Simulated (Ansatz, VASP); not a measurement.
CsCl: VASP beside Ansatz

```
CELL_PARAMETERS angstrom
4.06535 0.00000 0.00000
0.00000 4.06535 0.00000
0.00000 0.00000 4.06535
ATOMIC_POSITIONS crystal
Cs 0.00000 0.00000 0.00000
Cl 0.50000 0.50000 0.50000
```

Alike in both runs: functional PBEsol; k mesh 6 × 6 × 6; occupations gaussian, width 0.02 eV; no spin polarisation.

Ansatz relaxed the structure, and its values are those at the end. VASP's run is a single point on that final structure, the one shown.

|  | VASP | Ansatz |
| --- | --- | --- |
| version | VASP 6.6.1 | Ansatz 0.2.0 |
| potentials or method | VASP PAW PBE potentials, release 64 (Cs_sv, Cl), cutoff 500 eV | scalar-relativistic, plane waves, PAW |
| valence electrons in the cell | 16 | 16 |

Ansatz gave:

| Item | Value |
| --- | --- |
| gap on the k mesh at the Fermi level (eV) | 5.22 |
| least direct gap on the mesh (eV) | 5.22 |
| pressure (GPa) | 0.0 |

Question: Estimate VASP's values.

Answer: gap on the k mesh at the Fermi level (eV): 5.21; least direct gap on the mesh (eV): 5.21; pressure (GPa): 0.1.

VASP's potentials were made for PBE, not for PBEsol. The functional is the same, so the differences come from potentials, cutoffs and numerics.

Neither program's run includes spin-orbit coupling.
